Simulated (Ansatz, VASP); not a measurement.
**One calculation of Zr, two programs**

File INCAR:

```
AGGAC = 1.0
AGGAX = 1.0
ALDAC = 0.0
ALDAX = 1.0
ALGO = Normal
EDIFF = 1E-6
ENCUT = 520
GGA = B5
ISIF = 2
ISMEAR = -1
LASPH = True
LCHARG = False
LREAL = False
LWAVE = False
NBANDS = 19
NELM = 60
PREC = Accurate
SIGMA = 0.1
```

KPOINTS

```
k-points
0
Gamma
  14 14 14
```

The input POSCAR:

```
Zr
1.0
    0.0000000000      3.3154908251      3.3154908251
    3.3154908251      0.0000000000      3.3154908251
    3.3154908251      3.3154908251      0.0000000000
Zr
2
Direct
    0.1250000000      0.1250000000      0.1250000000
    0.8750000000      0.8750000000      0.8750000000
```

Input for Ansatz:

```yaml
crystal:
  lattice:
    - [0.0, 3.3154908251, 3.3154908251]
    - [3.3154908251, 0.0, 3.3154908251]
    - [3.3154908251, 3.3154908251, 0.0]
  atoms:
    - { symbol: Zr, position: [0.125, 0.125, 0.125] }
    - { symbol: Zr, position: [0.875, 0.875, 0.875] }
hamiltonian:
  xc: blyp
  pseudopotentials:
    kind: paw
    azcp:
      Zr: "pseudopotentials/Zr.paw.azcp"
basis:
  ecutwfc: 420
  fft_grid_basis: typed
kpoints:
  mp_grid: { grid: [14, 14, 14], shift: [0, 0, 0] }
magnetization:
  spin_polarized: false
scf:
  occupations: { method: fermi_dirac, width: 0.1 }
output:
  stress: true
```

Alike in both runs: task single point; functional BLYP; k mesh 14 × 14 × 14; occupations fermi-dirac, width 0.1 eV; no spin polarisation.

```csv
,VASP,Ansatz
version,VASP 6.6.1,Ansatz 0.2.0
potentials or method,"VASP PAW PBE potentials, release 64 (Zr_sv), cutoff 520 eV","plane waves (420 eV) with PAW, scalar-relativistic"
valence electrons in the cell,24,24
```

```tsv
	VASP	Ansatz	Ansatz less VASP
pressure (GPa)	-1.7	-1.7	+0.01
```

VASP's potentials were made for PBE, not for BLYP. With one functional, cell and mesh, what is left measures potentials, basis and numerics.
